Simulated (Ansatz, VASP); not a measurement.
**NaCuH3 in VASP and in Ansatz**

```
CELL_PARAMETERS angstrom
3.47342 -0.00059 0.00134
-0.00053 3.48113 -0.00152
-0.00057 -0.00149 7.12771
ATOMIC_POSITIONS crystal
Na 0.49991 0.49998 0.24994
Na 0.49987 0.50011 0.75016
Cu 0.99915 0.99989 0.49986
Cu 0.00098 0.99968 0.99990
H 0.50108 0.00029 0.00021
H 0.49900 0.99964 0.49998
H 0.99860 0.49985 0.49995
H 0.00199 0.50053 0.99981
H 0.99953 0.99981 0.25004
H 0.99987 0.00023 0.75015
```

Change from the starting cell: cell x2, atoms moved at random (sigma 0.15 Å) and cell strained at random (1.5 %), then relaxed without symmetry.

Alike in both runs: functional PBE; k mesh 6 × 6 × 4; occupations gaussian, width 0.2 eV; no spin polarisation.

Ansatz relaxed the structure, and its values are those at the end. VASP's run is a single point on that final structure, the one shown.

|  | VASP | Ansatz |
| --- | --- | --- |
| version | VASP 6.6.1 | Ansatz 0.2.0 |
| potentials or method | VASP PAW PBE potentials, release 64 (Na_pv, Cu, H), cutoff 520 eV | scalar-relativistic, plane waves, PAW |
| valence electrons in the cell | 42 | 62 |

|  | VASP | Ansatz | Ansatz less VASP |
| --- | --- | --- | --- |
| gap on the k mesh at the Fermi level (eV) | none | none | - |
| pressure (GPa) | 0.0 | -0.1 | -0.07 |
| rms of the force components (eV/Å) | 0.005 | 0.005 | -0.0001 |

A gap of «none» marks a metal or a gap that the smearing closes. The functional is the same, so the differences come from potentials, cutoffs and numerics. VASP's potentials hold 42 valence electrons a cell and Ansatz's 62, so a difference there can come from the potentials and not from the codes.
